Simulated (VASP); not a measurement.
A run of VASP 6.6.1 is set up as follows.

The input INCAR:

```
PREC = Accurate
ENCUT = 520
EDIFF = 1E-6
ISMEAR = -1
SIGMA = 0.03
LREAL = False
LASPH = True
NELM = 80
ALGO = Normal
ISIF = 2
LWAVE = False
LCHARG = True
GGA = CA
LELF = True
LVHAR = True
NBANDS = 12
```

The input KPOINTS:

```
Automatic mesh
0
Gamma
  10 10 10
```

POSCAR

```
LiF
1.0
    0.0000000000      2.0535002244      2.0535002244
    2.0535002244      0.0000000000      2.0535002244
    2.0535002244      2.0535002244      0.0000000000
Li F
1 1
Direct
    0.0000000000      0.0000000000      0.0000000000
    0.5000000000      0.5000000000      0.5000000000
```

Potentials or basis: VASP PAW LDA potentials, release 64 (Li_sv, F).

Launch:

```bash
$ cat potpaw_LDA.64/Li_sv/POTCAR potpaw_LDA.64/F/POTCAR > POTCAR
$ mpirun -np 1 vasp_std > vasp.out
```

Question: What does it give for the band gap on the k mesh?

Answer: 8.33 eV, direct.

 A k mesh can miss the band edges.
